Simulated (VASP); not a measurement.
# Cd: single point with revPBE

The system is Cd.

```xyz
1
Lattice="0.0000 2.2576 2.2576 2.2576 0.0000 2.2576 2.2576 2.2576 0.0000" Properties=species:S:1:pos:R:3 pbc="T T T"
Cd    0.0000    0.0000    0.0000
```

This cell differs from its parent crystal: volume scaled by 0.96.

```yaml
Program: VASP 6.6.1
Task: single point
Functional: revPBE
Potentials_or_basis: VASP PAW PBE potentials, release 64 (Cd)
Cutoff: 520 eV
k_mesh: 13 × 13 × 13
Occupations: fermi-dirac, width 0.1 eV
Spin: no spin polarisation
Dipole_correction: no
Further_INCAR_settings: ALGO = Normal; EDIFF = 1e-07; NBANDS = 12
```

- Pressure: 1.7 GPa
- Band gap on the k mesh: zero (band 6 reaches 3.67 eV, above the bottom of band 7 at 1.42 eV)

Levels at points of the mesh, in eV from the Fermi level:
```
           k point  band 4  band 5  band 6  band 7  band 8  band 9
(0.00, 0.00, 0.00)   -8.64   -8.64   -8.40   13.66   14.45   14.45
```

It took 8 s on 1 thread of Intel(R) Xeon(R) Platinum 8488C (Sapphire Rapids), with other jobs on the host, peak memory 0.15 GiB.

Caveat: the PAW data sets were made with another functional, which shifts forces and pressure a little.
